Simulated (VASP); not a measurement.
## CoO: single point with BLYP+D3(BJ)

CoO:

```
CELL_PARAMETERS angstrom
0.00000 2.10269 2.10269
2.10269 0.00000 2.10269
2.10269 2.10269 0.00000
ATOMIC_POSITIONS crystal
Co 0.00000 0.00000 0.00000
O 0.50000 0.50000 0.50000
```

| Property | Result |
| --- | --- |
| Program | VASP 6.6.1 |
| Task | single point |
| Functional | BLYP |
| Dispersion | D3(BJ) |
| Potentials or basis | VASP PAW PBE potentials, release 64 (Co, O) |
| Cutoff | 520 eV |
| k mesh | 11 × 11 × 11 |
| Occupations | fermi-dirac, width 0.05 eV |
| Spin | collinear spin, ferromagnetic start |
| Starting moments | [2.0, 0.0] μB |

```yaml
Pressure: 1.2 GPa
Net_moment: 2.42 μB per cell
Site_moments: Co +2.20; O +0.19 μB
Valence_electrons_inside_the_program's_atomic_spheres: Co 7.90; O 5.00
Dispersion_energy_per_atom: -0.494 eV
```

Levels at points of the mesh, in eV from the Fermi level:
Spin up:
```csv
k point,band 5,band 6,band 7,band 8,band 9,band 10,band 11,band 12,band 13,band 14
"(0.00, 0.00, 0.00)",-2.86,-2.86,-2.75,-2.75,-2.75,1.57,17.74,18.89,18.89,18.89
```
Spin down:
| k point | band 4 | band 5 | band 6 | band 7 | band 8 | band 9 |
| --- | --- | --- | --- | --- | --- | --- |
| (0.00, 0.00, 0.00) | -2.94 | -1.20 | -1.20 | -1.19 | 0.02 | 0.02 |

Wall time 38 s on 1 thread of Intel(R) Xeon(R) Platinum 8259CL CPU @ 2.50GHz (Skylake/Cascade Lake), on a shared host, peak memory 0.18 GiB.

Caveat: the PAW data sets were made with another functional, which shifts forces and pressure a little; a cell with one magnetic atom can't hold antiferromagnetic order, which such compounds often take; semilocal functionals often make such compounds metallic where correlation or magnetic order opens a gap, which also shifts bond lengths; pairwise dispersion overbinds metals, which lowers pressure and volume. With open d or f shells a metallic result of BLYP can be an artefact of self-interaction; +U or a hybrid may open a gap.
